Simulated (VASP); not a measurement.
A run of VASP 6.6.1:

INCAR

```
PREC     = Accurate       # precision mode
ENCUT    = 520            # plane-wave cutoff, eV
EDIFF    = 1E-6           # SCF threshold, eV
ISMEAR   = 0              # smearing method
SIGMA    = 0.1            # smearing width, eV
LREAL    = False          # projectors in reciprocal space
LASPH    = True           # aspherical terms in the spheres
NELM     = 100            # most SCF steps
ALGO     = Fast           # electronic algorithm
ISIF     = 2              # what is computed and relaxed
LWAVE    = False          # write WAVECAR
LCHARG   = True           # write CHGCAR
GGA      = PE             # functional
LELF     = True           # ELF
LVHAR    = True         
NBANDS   = 33             # bands
```

KPOINTS

```
regular mesh
0
Gamma
  10 10 10
```

POSCAR

```
In3Cu
1.0
    4.7022432723      0.0000000000      0.0000000000
    0.0000000000      4.7022432723      0.0000000000
    0.0000000000      0.0000000000      4.7022432723
In Cu
3 1
Direct
    0.0000000000      0.5000000000      0.5000000000
    0.5000000000      0.0000000000      0.5000000000
    0.5000000000      0.5000000000      0.0000000000
    0.0000000000      0.0000000000      0.0000000000
```

Potentials or basis: VASP PAW PBE potentials, release 64 (In_d, Cu).

Command:

```console
$ cat potpaw_PBE.64/In_d/POTCAR potpaw_PBE.64/Cu/POTCAR > POTCAR
$ mpirun -np 1 vasp_std > vasp.out
```

Hardware: 1 thread of Intel(R) Xeon(R) Platinum 8488C (Sapphire Rapids), on a shared host.

Task: How long does it take, and how much memory?

Result: Wall time 2.6 min on 1 thread of Intel(R) Xeon(R) Platinum 8488C (Sapphire Rapids), with other jobs on the host, peak memory 0.31 GiB. Counts: scf iterations 18, k points 56.
